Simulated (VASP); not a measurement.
# CuI (P-3m1) in VASP: single point with PBEsol

Aim: the single point of CuI with PBEsol.

All numbers are computed with VASP 6.6.1; they aren't measurements. Logs are shortened: lines on timing, memory, paths and dates and some standing lists are left out, and cuts for length are marked.

## 1. The cell of the first run

The structure is trigonal, space group P-3m1 (No. 164). The conventional cell has a = 4.095 Å, b = 4.095 Å, c = 7.210 Å, α = 90.00°, β = 90.00°, γ = 120.00°. Cu (site symmetry 3m) has 4 I at 2.57 to 2.67 Å and 3 Cu at 2.72 Å within 3.4 Å. Within 3.4 Å of I (site symmetry 3m) lie 4 Cu at 2.57 to 2.67 Å.

## 2. Single point, PBEsol

INCAR

```
PREC = Accurate ; ENCUT = 520
EDIFF = 1E-6 ; ISMEAR = 0
SIGMA = 0.01 ; LREAL = F
LASPH = T ; NELM = 80
ALGO = Normal ; ISIF = 2
LWAVE = F ; LCHARG = F
GGA = PS ; NBANDS = 26
```

KPOINTS

```
regular mesh
0
Gamma
  6 6 4
```

POSCAR

```
CuI
1.0
    4.0947523479      0.0000000000      0.0000000000
   -2.0473761739      3.5461595555      0.0000000000
    0.0000000000      0.0000000000      7.2100234388
Cu I
2 2
Direct
    0.6666666667      0.3333333333      0.5926419602
    0.3333333333      0.6666666667      0.4073580398
    0.3333333333      0.6666666667      0.7644976526
    0.6666666667      0.3333333333      0.2355023474
```

Potentials or basis: VASP PAW PBE potentials, release 64 (Cu, I).

The run is started by

```console
cat potpaw_PBE.64/Cu/POTCAR potpaw_PBE.64/I/POTCAR > POTCAR
mpirun -np 1 vasp_std > vasp.out
```

OUTCAR:

```text
PREC = Accurate
   ENCUT = 520
   EDIFF = 1E-6
   ISMEAR = 0
   LREAL = F
   LASPH = T
   NELM = 80
   ISIF = 2
   GGA = PS

 ion  position               nearest neighbor table
   1  0.667  0.333  0.593-   4 2.57   3 2.67   3 2.67   3 2.67   2 2.72   2 2.72   2 2.72
   2  0.333  0.667  0.407-   3 2.57   4 2.67   4 2.67   4 2.67   1 2.72   1 2.72   1 2.72
   3  0.333  0.667  0.764-   2 2.57   1 2.67   1 2.67   1 2.67
   4  0.667  0.333  0.236-   1 2.57   2 2.67   2 2.67   2 2.67

  LATTYP: Found a hexagonal cell.
 ALAT       =     4.0947523479
 C/A-ratio  =     1.7607959716

  Lattice vectors:

 A1 = (   4.0947523479,   0.0000000000,   0.0000000000)
 A2 = (  -2.0473761739,   3.5461595555,   0.0000000000)
 A3 = (   0.0000000000,   0.0000000000,   7.2100234388)

Analysis of symmetry for initial positions (statically):
=====================================================================
 Subroutine PRICEL returns:
 Original cell was already a primitive cell.

 Routine SETGRP: Setting up the symmetry group for a
 hexagonal supercell.

 Subroutine GETGRP returns: Found 12 space group operations
 (whereof 12 operations were pure point group operations)
 out of a pool of 24 trial point group operations.

The static configuration has the point symmetry D_3d.

Analysis of symmetry for dynamics (positions and initial velocities):
=====================================================================
 Subroutine PRICEL returns:
 Original cell was already a primitive cell.

 Routine SETGRP: Setting up the symmetry group for a
 hexagonal supercell.

 Subroutine GETGRP returns: Found 12 space group operations
 (whereof 12 operations were pure point group operations)
 out of a pool of 24 trial point group operations.

The dynamic configuration has the point symmetry D_3d.

 Subroutine INISYM returns: Found 12 space group operations
 (whereof 12 operations are pure point group operations),
 and found     1 'primitive' translations

----------------------------------------------------------------------------------------

                                     Primitive cell

  volume of cell :     104.6942

  direct lattice vectors                    reciprocal lattice vectors
     4.094752348  0.000000000  0.000000000     0.244215014  0.140997604  0.000000000
    -2.047376174  3.546159556  0.000000000     0.000000000  0.281995208  0.000000000
     0.000000000  0.000000000  7.210023439     0.000000000  0.000000000  0.138695804
[... 86 lines left out ...]
   NELM   =     80;   NELMIN=  2; NELMDL= -5     # of ELM steps
   EDIFF  = 0.1E-05   stopping-criterion for ELM
   LREAL  =      F    real-space projection
   EDIFFG = 0.1E-04   stopping-criterion for IOM
   NSW    =      0    number of steps for IOM
   IBRION =     -1    ionic relax: 0-MD 1-quasi-New 2-CG
   NFREE  =      0    steps in history (QN), initial steepest desc. (CG)
   ISIF   =      2    stress and relaxation
   ISYM   =      2    0-nonsym 1-usesym 2-fastsym
   POTIM  = 0.5000    time-step for ionic-motion
   TEBEG  =    0.0;   TEEND  =   0.0 temperature during run
   PSTRESS=    0.0 pullay stress
   NELECT =      36.0000    total number of electrons
   NUPDOWN=      -1.0000    fix difference up-down
   EMIN   =  10.00;   EMAX   =-10.00  energy-range for DOS
   EFERMI =   0.00;   METHOD = LEGACY
   ISMEAR =     0;   SIGMA  =   0.01  broadening in eV -4-tet -1-fermi 0-gaus
   EFERMI_NEDOS =   21; number of points for ismear=-14 and -15
   IALGO  =     38    algorithm
   IMIX   =      4    mixing-type and parameters
     AMIX     =   0.40;   BMIX     =  1.00
     AMIX_MAG =   1.60;   BMIX_MAG =  1.00
  volume/ion in A,a.u.               =      26.17       176.63
  Fermi-wavevector in a.u.,A,eV,Ry     =   1.146924  2.167373 17.897588  1.315436
  Thomas-Fermi vector in A             =   2.283607
   LORBIT       =      0    0 simple, 1 ext, 2 COOP (PROOUT), +10 PAW based schemes
   GGA     = PS    functional components
   LHFCALC =     F    Hartree Fock is set to
   AEXX    =    0.0000 exact exchange contribution
   IVDW    =     0    specifies the selected vdW correction
   LEPSILON=     F    determine dielectric tensor
   LRPA    =     F    only Hartree local field effects (RPA)
 non-spin polarized calculation
 Gauss-broadening in eV      SIGMA  =   0.01
  energy-cutoff  :      520.00
  volume of cell :      104.69
 maximum number of plane-waves:      2853
   NGX = 15   NGY = 15   NGZ = 27

 number of electron      36.0000015 magnetization

 Free energy of the ion-electron system (eV)
  ---------------------------------------------------
  ext. energy  EPLUGINS =         0.00000000
  ---------------------------------------------------
  free energy    TOTEN  =       -12.68608885 eV

  energy without entropy =      -12.68608885  energy(sigma->0) =      -12.68608885

 E-fermi :   4.6747     XC(G=0):  -9.4213

 val. band max:        4.5930474306   @ k =   0.0000   0.0000   0.0000
 cond. band min:       6.1478614557   @ k =   0.0000   0.0000   0.0000
 fundamental gap:      1.5548140251
 Fermi energy:         4.6747370872

 k-point     1 :       0.0000    0.0000    0.0000
  band No.  band energies     occupation
      1      -9.3013      2.00000
      2      -8.7120      2.00000
      3      -1.3031      2.00000
      4       0.8198      2.00000
      5       1.1745      2.00000
      6       1.1745      2.00000
[... 685 lines left out ...]
     25      12.8046      0.00000
     26      12.9427      0.00000

------------------------ aborting loop because EDIFF is reached ----------------------------------------

  FORCE on cell =-STRESS in cart. coord.  units (eV):
  Direction    XX          YY          ZZ          XY          YZ          ZX
  --------------------------------------------------------------------------------------
  -------------------------------------------------------------------------------------
  Total       -0.5756863     -0.5756863     -0.5748553     -0.0000000      0.0000000      0.0000000
  in kB       -8.8099597     -8.8099597     -8.7972415     -0.0000000      0.0000000      0.0000000
  external PRESSURE =      -8.8057203 kB  Pullay stress =       0.0000000 kB

 VOLUME and BASIS-vectors are now :
 -----------------------------------------------------------------------------
  energy-cutoff  :      520.00
  volume of cell :      104.69
      direct lattice vectors                 reciprocal lattice vectors
     4.094752348  0.000000000  0.000000000     0.244215014  0.140997604  0.000000000
    -2.047376174  3.546159556  0.000000000     0.000000000  0.281995208  0.000000000
     0.000000000  0.000000000  7.210023439     0.000000000  0.000000000  0.138695804

 POSITION                                       TOTAL-FORCE (eV/Angst)
 -----------------------------------------------------------------------------------
      2.04738      1.18205      4.27296        -0.000000      0.000000      0.001096
     -0.00000      2.36411      2.93706         0.000000     -0.000000     -0.001096
     -0.00000      2.36411      5.51205         0.000000      0.000000     -0.180523
      2.04738      1.18205      1.69798         0.000000      0.000000      0.180523
 -----------------------------------------------------------------------------------
    total drift:                               -0.000000     -0.000000     -0.000000

  FREE ENERGIE OF THE ION-ELECTRON SYSTEM (eV)
  ---------------------------------------------------
  free  energy   TOTEN  =       -12.6860888450 eV

  energy  without entropy=      -12.6860888450  energy(sigma->0) =      -12.68608885
```

It took 47 s on 1 thread of AMD EPYC 7R13 (Zen 3), shared host; peak memory 0.2 GiB.

What came out:

* Free energy: -12.6861 eV
* Pressure: -0.9 GPa
* Largest force: 0.181 eV/Å
* Band gap on the k mesh: 1.55 eV, direct

Forces on the atoms (eV/Å):
```
Cu   0.000  0.000  0.001
Cu   0.000  0.000 -0.001
I    0.000  0.000 -0.181
I    0.000  0.000  0.181
```

Levels at points of the mesh, in eV from the valence-band top:
```csv
k point,band 14,band 15,band 16,band 17,band 18,band 19,band 20,band 21,band 22,band 23
"(0.00, 0.00, 0.00)",-0.41,-0.41,-0.39,0.00,0.00,1.55,2.98,4.75,5.70,5.70
"(0.50, 0.00, 0.00)",-1.43,-1.35,-1.35,-1.29,-0.18,3.02,3.06,3.80,5.17,6.07
"(0.00, 0.00, 0.50)",-1.03,-0.32,-0.32,-0.13,-0.13,2.96,3.01,4.53,5.45,5.45
"(0.50, 0.00, 0.50)",-1.44,-1.42,-1.26,-1.11,-0.39,2.45,2.76,3.61,4.72,5.94
```

Caveat: the PAW data sets were made with another functional, which shifts forces and pressure a little; spin-orbit coupling is left out, which moves the levels of the heavy elements; this functional lacks dispersion, which binds the layers, so the pressure and a relaxed spacing across them are unreliable.
